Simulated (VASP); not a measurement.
# Si (P6_3/mmc) in VASP: further runs

Si is run at these levels: LDA; tasks: single point.

Everything below comes from runs of VASP 6.6.1. Logs are shortened: lines on timing, memory, paths and dates and some standing lists are left out, and cuts for length are marked.

### 1 The cell of the first run

Symmetry: P6_3/mmc, No. 194, hexagonal system. The conventional cell has a = 3.854 Å, b = 3.854 Å, c = 6.120 Å, α = 90.00°, β = 90.00°, γ = 120.00°. Within 3.0 Å of Si (site symmetry 3m) lie 4 Si at 2.30 to 2.46 Å.

### 2 Single point, LDA (c/a of the conventional cell at fixed volume 1.5880)

The input, INCAR:

```
  ALGO = Normal
  EDIFF = 1E-7
  ENCUT = 520
  ISIF = 2
  ISMEAR = 0
  LASPH = True
  LCHARG = False
  LREAL = False
  LWAVE = False
  NBANDS = 16
  NELM = 80
  PREC = Accurate
  SIGMA = 0.03
```

The input, KPOINTS:

```
k-points
0
Gamma
  12 12 6
```

The input, POSCAR:

```
Si
1.0
    3.8537843876      0.0000000000      0.0000000000
   -1.9268921938      3.3374751803      0.0000000000
    0.0000000000      0.0000000000      6.1198096075
Si
4
Direct
    0.3333333333      0.6666666667      0.0487246481
    0.6666666667      0.3333333333      0.5487246481
    0.3333333333      0.6666666667      0.4512753519
    0.6666666667      0.3333333333      0.9512753519
```

Potentials or basis: VASP PAW LDA potentials, release 64 (Si).

The run is started by

```bash
$ cat potpaw_LDA.64/Si/POTCAR > POTCAR
$ mpirun -np 1 vasp_std > vasp.out
```

OUTCAR:

```text
EDIFF = 1E-7
   ENCUT = 520
   ISIF = 2
   ISMEAR = 0
   LASPH = True
   LREAL = False
   NELM = 80
   PREC = Accurate

 ion  position               nearest neighbor table
   1  0.333  0.667  0.049-   4 2.30   4 2.30   4 2.30   3 2.46
   2  0.667  0.333  0.549-   3 2.30   3 2.30   3 2.30   4 2.46
   3  0.333  0.667  0.451-   2 2.30   2 2.30   2 2.30   1 2.46
   4  0.667  0.333  0.951-   1 2.30   1 2.30   1 2.30   2 2.46

  LATTYP: Found a hexagonal cell.
 ALAT       =     3.8537843876
 C/A-ratio  =     1.5880000000

  Lattice vectors:

 A1 = (   3.8537843876,   0.0000000000,   0.0000000000)
 A2 = (  -1.9268921938,   3.3374751803,   0.0000000000)
 A3 = (   0.0000000000,   0.0000000000,   6.1198096075)

Analysis of symmetry for initial positions (statically):
=====================================================================
 Subroutine PRICEL returns:
 Original cell was already a primitive cell.

 Routine SETGRP: Setting up the symmetry group for a
 hexagonal supercell.

 Subroutine GETGRP returns: Found 24 space group operations
 (whereof 12 operations were pure point group operations)
 out of a pool of 24 trial point group operations.

The static configuration has the point symmetry D_3d.
 The point group associated with its full space group is D_6h.

Analysis of symmetry for dynamics (positions and initial velocities):
=====================================================================
 Subroutine PRICEL returns:
 Original cell was already a primitive cell.

 Routine SETGRP: Setting up the symmetry group for a
 hexagonal supercell.

 Subroutine GETGRP returns: Found 24 space group operations
 (whereof 12 operations were pure point group operations)
 out of a pool of 24 trial point group operations.

The dynamic configuration has the point symmetry D_3d.
 The point group associated with its full space group is D_6h.

 Subroutine INISYM returns: Found 24 space group operations
 (whereof 12 operations are pure point group operations),
 and found     1 'primitive' translations

----------------------------------------------------------------------------------------

                                     Primitive cell

  volume of cell :      78.7124

  direct lattice vectors                    reciprocal lattice vectors
     3.853784388  0.000000000  0.000000000     0.259485197  0.149813848  0.000000000
    -1.926892194  3.337475180  0.000000000     0.000000000  0.299627696  0.000000000
     0.000000000  0.000000000  6.119809607     0.000000000  0.000000000  0.163403776

  length of vectors
     3.853784388  3.853784388  6.119809607     0.299627696  0.299627696  0.163403776

  position of ions in fractional coordinates (direct lattice)
     0.333333333  0.666666667  0.048724648
     0.666666667  0.333333333  0.548724648
     0.333333333  0.666666667  0.451275352
     0.666666667  0.333333333  0.951275352

  ion indices of the primitive-cell ions
   primitive index   ion index
                 1           1
                 2           2
                 3           3
                 4           4

----------------------------------------------------------------------------------------

 KPOINTS: k-points

Automatic generation of k-mesh.
 Grid dimensions read from file:
 generate k-points for:   12   12    6

 Generating k-lattice:

  Cartesian coordinates                     Fractional coordinates (reciprocal lattice)
     0.021623766  0.012484487  0.000000000     0.083333333  0.000000000  0.000000000
     0.000000000  0.024968975  0.000000000     0.000000000  0.083333333  0.000000000
     0.000000000  0.000000000  0.027233963     0.000000000  0.000000000  0.166666667

  Length of vectors
     0.024968975  0.024968975  0.027233963

  Shift w.r.t. Gamma in fractional coordinates (k-lattice)
     0.000000000  0.000000000  0.000000000

 Subroutine IBZKPT returns following result:
 ===========================================

 Found     76 irreducible k-points:

 Following reciprocal coordinates:
            Coordinates               Weight
  0.000000  0.000000  0.000000      1.000000
  0.083333  0.000000  0.000000      6.000000
  0.166667  0.000000  0.000000      6.000000
  0.250000  0.000000  0.000000      6.000000
  0.333333  0.000000  0.000000      6.000000
  0.416667  0.000000  0.000000      6.000000
[... 16 lines left out ...]
  0.250000  0.000000  0.166667     12.000000
  0.333333  0.000000  0.166667     12.000000
 [... further k-points ...]
   k-points           NKPTS =     76   k-points in BZ     NKDIM =     76   number of bands    NBANDS=     16
   number of dos      NEDOS =    301   number of ions     NIONS =      4
   total plane-waves  NPLWV =  43200
   dimension x,y,z NGX =    30 NGY =   30 NGZ =   48
   dimension x,y,z NGXF=    60 NGYF=   60 NGZF=   96
   ions per type =               4
   NGX,Y,Z   is equivalent  to a cutoff of  12.94, 12.94, 13.04 a.u.
   NGXF,Y,Z  is equivalent  to a cutoff of  25.88, 25.88, 26.08 a.u.
 SYSTEM =  unknown system
   PREC   = accura    normal or accurate (medium, high low for compatibility)
   ISTART =      0    job   : 0-new  1-cont  2-samecut
   ICHARG =      2    charge: 1-file 2-atom 10-const
   ISPIN  =      1    spin polarized calculation?
   LNONCOLLINEAR =      F non collinear calculations
   LSORBIT =      F    spin-orbit coupling
   LASPH  =      T    aspherical Exc in radial PAW
   ENCUT  =  520.0 eV  38.22 Ry    6.18 a.u.   7.17  7.17 11.38*2*pi/ulx,y,z
   NELM   =     80;   NELMIN=  2; NELMDL= -5     # of ELM steps
   EDIFF  = 0.1E-06   stopping-criterion for ELM
   LREAL  =      F    real-space projection
   EDIFFG = 0.1E-05   stopping-criterion for IOM
   NSW    =      0    number of steps for IOM
   IBRION =     -1    ionic relax: 0-MD 1-quasi-New 2-CG
   NFREE  =      0    steps in history (QN), initial steepest desc. (CG)
   ISIF   =      2    stress and relaxation
   ISYM   =      2    0-nonsym 1-usesym 2-fastsym
   POTIM  = 0.5000    time-step for ionic-motion
   TEBEG  =    0.0;   TEEND  =   0.0 temperature during run
   PSTRESS=    0.0 pullay stress
   NELECT =      16.0000    total number of electrons
   NUPDOWN=      -1.0000    fix difference up-down
   EMIN   =  10.00;   EMAX   =-10.00  energy-range for DOS
   EFERMI =   0.00;   METHOD = LEGACY
   ISMEAR =     0;   SIGMA  =   0.03  broadening in eV -4-tet -1-fermi 0-gaus
   EFERMI_NEDOS =   21; number of points for ismear=-14 and -15
   IALGO  =     38    algorithm
   IMIX   =      4    mixing-type and parameters
     AMIX     =   0.40;   BMIX     =  1.00
     AMIX_MAG =   1.60;   BMIX_MAG =  1.00
  volume/ion in A,a.u.               =      19.68       132.79
  Fermi-wavevector in a.u.,A,eV,Ry     =   0.962573  1.818999 12.606436  0.926547
  Thomas-Fermi vector in A             =   2.092044
   LORBIT       =      0    0 simple, 1 ext, 2 COOP (PROOUT), +10 PAW based schemes
   GGA     = CA    functional components
   LHFCALC =     F    Hartree Fock is set to
   AEXX    =    0.0000 exact exchange contribution
   IVDW    =     0    specifies the selected vdW correction
   LEPSILON=     F    determine dielectric tensor
   LRPA    =     F    only Hartree local field effects (RPA)
 non-spin polarized calculation
 Gauss-broadening in eV      SIGMA  =   0.03
  energy-cutoff  :      520.00
  volume of cell :       78.71
 maximum number of plane-waves:      2139
 NGX is ok and might be reduce to    30
   NGX = 15   NGY = 15   NGZ = 23

 number of electron      16.0000001 magnetization

 Free energy of the ion-electron system (eV)
  ---------------------------------------------------
  ext. energy  EPLUGINS =         0.00000000
  ---------------------------------------------------
  free energy    TOTEN  =       -23.53517985 eV

  energy without entropy =      -23.53503305  energy(sigma->0) =      -23.53510645

 E-fermi :   6.2050     XC(G=0):  -9.6690

 val. band max:        6.1865232898   @ k =   0.5000   0.0000   0.1667
 cond. band min:       6.2828577982   @ k =   0.4167   0.0000   0.1667
 fundamental gap:      0.0963345084
 Fermi energy:         6.2049666548

 k-point     1 :       0.0000    0.0000    0.0000
  band No.  band energies     occupation
      1      -6.1654      2.00000
      2      -3.8266      2.00000
      3      -0.5560      2.00000
      4       4.2645      2.00000
      5       4.2645      2.00000
      6       5.7739      2.00000
[... 8 lines left out ...]
     15      10.0749      0.00000
     16      12.1357      0.00000

 k-point     2 :       0.0833    0.0000    0.0000
  band No.  band energies     occupation
      1      -6.0846      2.00000
      2      -3.7455      2.00000
      3      -0.5073      2.00000
      4       3.5390      2.00000
      5       4.1029      2.00000
      6       5.2015      2.00000
[... 8 lines left out ...]
     15      10.3743      0.00000
     16      11.6176      0.00000

 k-point     3 :       0.1667    0.0000    0.0000
  band No.  band energies     occupation
      1      -5.8440      2.00000
      2      -3.5040      2.00000
      3      -0.3960      2.00000
      4       2.3442      2.00000
      5       3.7408      2.00000
      6       4.0379      2.00000
[... 8 lines left out ...]
     15      11.1734      0.00000
     16      11.6403      0.00000

 k-point     4 :       0.2500    0.0000    0.0000
  band No.  band energies     occupation
      1      -5.4508      2.00000
      2      -3.1084      2.00000
      3      -0.4226      2.00000
      4       1.3971      2.00000
      5       2.7740      2.00000
      6       3.3558      2.00000
[... 8 lines left out ...]
     15      11.7630      0.00000
     16      12.3129      0.00000

 k-point     5 :       0.3333    0.0000    0.0000
  band No.  band energies     occupation
      1      -4.9236      2.00000
      2      -2.5760      2.00000
      3      -1.0098      2.00000
      4       1.2171      2.00000
      5       1.5752      2.00000
      6       3.0436      2.00000
[... 8 lines left out ...]
     15      12.6829      0.00000
     16      13.1967      0.00000

 k-point     6 :       0.4167    0.0000    0.0000
  band No.  band energies     occupation
      1      -4.3259      2.00000
      2      -1.9670      2.00000
      3      -1.8614      2.00000
      4       0.5530      2.00000
      5       1.5323      2.00000
      6       2.8453      2.00000
[... 8 lines left out ...]
     15      13.0690      0.00000
     16      13.5797      0.00000

 k-point     7 :       0.5000    0.0000    0.0000
  band No.  band energies     occupation
      1      -3.9641      2.00000
      2      -2.3302      2.00000
      3      -1.5914      2.00000
      4       0.0378      2.00000
      5       1.7605      2.00000
      6       2.7777      2.00000
[... 8 lines left out ...]
     15      13.3115      0.00000
     16      13.9065      0.00000

 k-point     8 :       0.0833    0.0833    0.0000
  band No.  band energies     occupation
      1      -5.9238      2.00000
      2      -3.5841      2.00000
      3      -0.4256      2.00000
      4       2.7041      2.00000
      5       3.7477      2.00000
      6       4.4080      2.00000
[... 8 lines left out ...]
     15      11.2165      0.00000
     16      11.5580      0.00000

 k-point     9 :       0.1667    0.0833    0.0000
  band No.  band energies     occupation
      1      -5.6065      2.00000
      2      -3.2651      2.00000
      3      -0.3615      2.00000
      4       1.7443      2.00000
      5       3.2362      2.00000
      6       3.2947      2.00000
[... 8 lines left out ...]
     15      11.0344      0.00000
     16      11.5341      0.00000
[... 172 lines left out ...]
 k-point    19 :       0.3333    0.3333    0.0000
  band No.  band energies     occupation
      1      -2.9638      2.00000
      2      -2.9638      2.00000
      3      -0.5661      2.00000
      4      -0.5661      2.00000
      5       0.7180      2.00000
      6       2.6301      2.00000
[... 8 lines left out ...]
     15      12.8882      0.00000
     16      12.8903      0.00000

 k-point    20 :       0.0000    0.0000    0.1667
  band No.  band energies     occupation
      1      -6.0704      2.00000
      2      -4.1375      2.00000
      3      -0.0621      2.00000
      4       4.3369      2.00000
      5       4.3369      2.00000
      6       5.6205      2.00000
[... 8 lines left out ...]
     15      10.3801      0.00000
     16      12.4398      0.00000

 k-point    21 :       0.0833    0.0000    0.1667
  band No.  band energies     occupation
      1      -5.9897      2.00000
      2      -4.0571      2.00000
      3      -0.0166      2.00000
      4       3.6232      2.00000
      5       4.1762      2.00000
      6       4.9398      2.00000
[... 8 lines left out ...]
     15      10.5490      0.00000
     16      12.1362      0.00000

 k-point    22 :       0.1667    0.0000    0.1667
  band No.  band energies     occupation
      1      -5.7494      2.00000
      2      -3.8179      2.00000
      3       0.0750      2.00000
      4       2.4547      2.00000
      5       3.7535      2.00000
      6       3.8157      2.00000
[... 8 lines left out ...]
     15      11.3028      0.00000
     16      11.9668      0.00000

 k-point    23 :       0.2500    0.0000    0.1667
  band No.  band energies     occupation
      1      -5.3566      2.00000
      2      -3.4278      2.00000
      3      -0.0549      2.00000
      4       1.6154      2.00000
      5       2.4898      2.00000
      6       3.4320      2.00000
[... 8 lines left out ...]
     15      11.9018      0.00000
     16      12.1815      0.00000

 k-point    24 :       0.3333    0.0000    0.1667
  band No.  band energies     occupation
      1      -4.8303      2.00000
      2      -2.9103      2.00000
      3      -0.7861      2.00000
      4       1.2902      2.00000
      5       1.5946      2.00000
      6       3.1206      2.00000
[... 8 lines left out ...]
     15      12.7767      0.00000
     16      13.1262      0.00000

 [... further k-points ...]
[... 5 lines left out ...]
  --------------------------------------------------------------------------------------
  -------------------------------------------------------------------------------------
  Total        0.4208211      0.4208211     -0.5983464      0.0000000      0.0000000     -0.0000000
  in kB        8.5657366      8.5657366    -12.1792324      0.0000000      0.0000000     -0.0000000
  external PRESSURE =       1.6507469 kB  Pullay stress =       0.0000000 kB

 VOLUME and BASIS-vectors are now :
 -----------------------------------------------------------------------------
  energy-cutoff  :      520.00
  volume of cell :       78.71
      direct lattice vectors                 reciprocal lattice vectors
     3.853784388  0.000000000  0.000000000     0.259485197  0.149813848  0.000000000
    -1.926892194  3.337475180  0.000000000     0.000000000  0.299627696  0.000000000
     0.000000000  0.000000000  6.119809607     0.000000000  0.000000000  0.163403776

 POSITION                                       TOTAL-FORCE (eV/Angst)
 -----------------------------------------------------------------------------------
     -0.00000      2.22498      0.29819        -0.000000     -0.000000      1.396984
      1.92689      1.11249      3.35809         0.000000      0.000000      1.396984
     -0.00000      2.22498      2.76172        -0.000000     -0.000000     -1.396984
      1.92689      1.11249      5.82162         0.000000      0.000000     -1.396984
 -----------------------------------------------------------------------------------
    total drift:                                0.000000     -0.000000      0.000000

  FREE ENERGIE OF THE ION-ELECTRON SYSTEM (eV)
  ---------------------------------------------------
  free  energy   TOTEN  =       -23.5351798512 eV

  energy  without entropy=      -23.5350330480  energy(sigma->0) =      -23.53510645
```

It took 64 s on 1 thread of Intel Xeon Platinum 8488C (Sapphire Rapids), shared host; peak memory 0.2 GiB.

What came out:

| Item | Value |
| --- | --- |
| Free energy | -23.5352 eV |
| Pressure | 0.2 GPa |
| Largest force | 1.397 eV/Å |
| Band gap on the k mesh | zero (band 8 reaches 6.64 eV, above the bottom of band 9 at 6.08 eV) |

Forces on the atoms (eV/Å):
```
Si   0.000  0.000  1.397
Si   0.000  0.000  1.397
Si   0.000  0.000 -1.397
Si   0.000  0.000 -1.397
```

Caveat: forces of over 1 eV/Å act on the atoms, so gaps and moduli don't describe the material at rest.

[end of part 1 of 2]
